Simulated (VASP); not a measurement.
The system is Ge2Sb2Te5.

```xyz
9
Lattice="4.2941 0.0000 0.0000 -2.1470 3.7188 0.0000 0.0000 0.0000 17.1013" Properties=species:S:1:pos:R:3 pbc="T T T"
Te    2.1470    1.2396    7.1807
Te    0.0000    2.4792    9.9206
Te    0.0000    2.4792    3.4466
Te    2.1470    1.2396   13.6547
Te    0.0000    0.0000    0.0000
Sb    0.0000    0.0000    5.4736
Sb    0.0000    0.0000   11.6278
Ge    2.1470    1.2396    1.7596
Ge    0.0000    2.4792   15.3417
```

```yaml
Program: VASP 6.6.1
Task: relaxation of cell and atoms
Functional: LDA
Potentials_or_basis: VASP PAW LDA potentials, release 64 (Te, Sb, Ge_d)
Cutoff: 600 eV
k_mesh: 5 × 5 × 2
Occupations: fermi-dirac, width 0.05 eV
Spin: no spin polarisation
```

At the start: pressure -3.3 GPa; volume 30.34 Å³/atom.

**Question.** How do energy, volume and symmetry change on relaxing?

**Answer.** Over 24 steps the energy falls by 22.2 meV/atom and the volume is 28.41 Å³/atom (-6.4 %); space group P-3m1 (No. 164, to 0.1 Å) before and after.

The path:
| step | energy change (eV) | largest force (eV/Å) | pressure (GPa) | volume (Å³) |
| --- | --- | --- | --- | --- |
| 1 | 0.0000 | 0.2254 | -3.26 | 273.09 |
| 2 | -0.1376 | 0.4501 | 1.80 | 249.40 |
| 3 | -0.1787 | 0.2349 | -0.02 | 256.67 |
| 4 | -0.1875 | 0.1195 | -0.01 | 256.02 |
| 5 | -0.1917 | 0.1192 | 0.02 | 255.14 |
| 6 | -0.1942 | 0.0819 | 0.00 | 255.14 |
| 7 | -0.1969 | 0.0402 | -0.03 | 255.13 |
| 8 | -0.1970 | 0.0416 | -0.04 | 255.13 |
| 9 | -0.1974 | 0.0320 | 0.08 | 254.72 |
| 10 | -0.1974 | 0.0338 | 0.11 | 254.63 |
| 11 | -0.1977 | 0.0284 | 0.08 | 254.80 |
| 12 | -0.1980 | 0.0358 | 0.00 | 255.22 |
| 13 | -0.1982 | 0.0302 | -0.02 | 255.29 |
| 14 | -0.1986 | 0.0247 | -0.05 | 255.51 |
| 15 | -0.1990 | 0.0293 | -0.10 | 255.95 |
| 16 | -0.1991 | 0.0239 | -0.05 | 255.81 |
| 17 | -0.1992 | 0.0262 | -0.02 | 255.71 |
| 18 | -0.1992 | 0.0307 | 0.04 | 255.51 |
| 19 | -0.1992 | 0.0285 | 0.00 | 255.60 |
| 20 | -0.1992 | 0.0292 | 0.01 | 255.58 |
| 21 | -0.1992 | 0.0246 | 0.02 | 255.59 |
| 22 | -0.1993 | 0.0124 | 0.01 | 255.62 |
| 23 | -0.1993 | 0.0188 | 0.02 | 255.69 |
| 24 | -0.1994 | 0.0078 | 0.02 | 255.65 |

Final structure:
```yaml
crystal:
  lattice:
    - [4.19454, 0.00000, 0.00000]
    - [-2.09727, 3.63258, 0.00000]
    - [0.00000, 0.00000, 16.77843]
  atoms:
    - { symbol: Te, position: [0.66667, 0.33333, 0.41901] }
    - { symbol: Te, position: [0.33333, 0.66667, 0.58099] }
    - { symbol: Te, position: [0.33333, 0.66667, 0.19792] }
    - { symbol: Te, position: [0.66667, 0.33333, 0.80208] }
    - { symbol: Te, position: [0.00000, 0.00000, 0.00000] }
    - { symbol: Sb, position: [0.00000, 0.00000, 0.31701] }
    - { symbol: Sb, position: [0.00000, 0.00000, 0.68299] }
    - { symbol: Ge, position: [0.66667, 0.33333, 0.10066] }
    - { symbol: Ge, position: [0.33333, 0.66667, 0.89934] }
```
